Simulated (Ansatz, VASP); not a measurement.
# Two plane-wave programs on Mo3H2

The input INCAR:

```
ALGO = Fast ; EDIFF = 1E-6
EDIFFG = -0.04 ; ENCUT = 600
GGA = PE ; IBRION = 2
ISIF = 3 ; ISMEAR = 0
LASPH = T ; LCHARG = F
LREAL = F ; LWAVE = F
NELM = 100 ; NSW = 90
PREC = Accurate ; SIGMA = 0.1
```

The input KPOINTS:

```
k-points
0
Gamma
  6 6 6
```

Contents of POSCAR:

```
Mo3H2
1.0
    4.2850620111      0.0000000000      0.0000000000
   -2.1425310056      3.7109725584      0.0000000000
    0.0000000000      0.0000000000      3.4755155061
H Mo
2 3
Direct
    0.3333333333      0.6666666667      0.1837706279
    0.6666666667      0.3333333333      0.8162293721
    0.0000000000      0.0000000000      0.0000000000
    0.3333333333      0.6666666667      0.6849011420
    0.6666666667      0.3333333333      0.3150988580
```

Input for Ansatz:

```yaml
crystal:
  lattice:
    - [4.2850620111, 0.0, 0.0]
    - [-2.1425310056, 3.7109725584, 0.0]
    - [0.0, 0.0, 3.4755155061]
  atoms:
    - { symbol: H, position: [0.3333333333, 0.6666666667, 0.1837706279] }
    - { symbol: H, position: [0.6666666667, 0.3333333333, 0.8162293721] }
    - { symbol: Mo, position: [0.0, 0.0, 0.0] }
    - { symbol: Mo, position: [0.3333333333, 0.6666666667, 0.684901142] }
    - { symbol: Mo, position: [0.6666666667, 0.3333333333, 0.315098858] }
basis:
  ecutwfc: 420
kpoints:
  mp_grid: { grid: [6, 6, 6] }
hamiltonian:
  xc: pbe
scf:
  occupations: { method: gaussian, width: 0.1 }
  lower_state_search: "off"
output:
  forces: true
  stress: true
  eigenvalues: true
relax:
  adjacent_minimum: "off"
  f_tol: 0.04
  max_steps: 70
  cell: { stress_tol: 0.4 }
```

Alike in both runs: task relaxation of cell and atoms; functional PBE; k mesh 6 × 6 × 6; occupations gaussian, width 0.1 eV; no spin polarisation.

|  | VASP | Ansatz |
| --- | --- | --- |
| version | VASP 6.6.1 | Ansatz 0.2.0 |
| potentials or method | VASP PAW PBE potentials, release 64 (H, Mo_sv), cutoff 600 eV | scalar-relativistic, plane waves, PAW |
| valence electrons in the cell | 44 | 44 |

|  | VASP | Ansatz | Ansatz less VASP |
| --- | --- | --- | --- |
| gap on the k mesh at the Fermi level, each at its own relaxed structure (eV) | none | none | - |
| relaxed volume (Å³/atom) | 11.08 | 11.05 | -0.033 |
| relaxed length of the cell vector where the two differ most in proportion (Å) | 4.322 | 4.315 | -0.0074 |

A gap of «none» marks a metal or a gap that the smearing closes.
